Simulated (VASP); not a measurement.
CdI2, 6 atoms in the cell. The structure is trigonal, space group P-3m1 (No. 164). Conventional cell: a = 4.221 Å, b = 4.221 Å, c = 14.948 Å, α = 90.00°, β = 90.00°, γ = 120.00°. Within 3.9 Å of Cd (site symmetry 3m) lie 6 I at 2.97 Å. Within 3.9 Å of I (site symmetry 3m) lie 3 Cd at 2.97 Å. Within 3.9 Å of I (site symmetry 3m) lie 3 Cd at 2.97 Å.  This cell differs from its parent crystal: the distance across one plane changed.

```yaml
Program: VASP 6.6.1
Task: single point
Functional: PBEsol
Potentials_or_basis: VASP PAW PBE potentials, release 64 (Cd, I)
Cutoff: 500 eV
k_mesh: 7 × 7 × 2
Occupations: gaussian, width 0.05 eV
Spin: no spin polarisation
Dipole_correction: no
Further_INCAR_settings: ALGO = Normal; EDIFF = 1e-06; NBANDS = 35
```

Potentials or basis: VASP PAW PBE potentials, release 64 (Cd, I).

The run is started by

```bash
$ cat potpaw_PBE.64/Cd/POTCAR potpaw_PBE.64/I/POTCAR > POTCAR
$ mpirun -np 1 vasp_std > vasp.out
```

Hardware: 1 thread of Intel Xeon 8259CL, with other jobs on the host.

**Question.** How long does it take, and how much memory?

**Answer.** Run time: 2.1 min on 1 thread of Intel Xeon 8259CL, on a shared host, peak memory 0.38 GiB. Counts: scf iterations 14, k points 16.
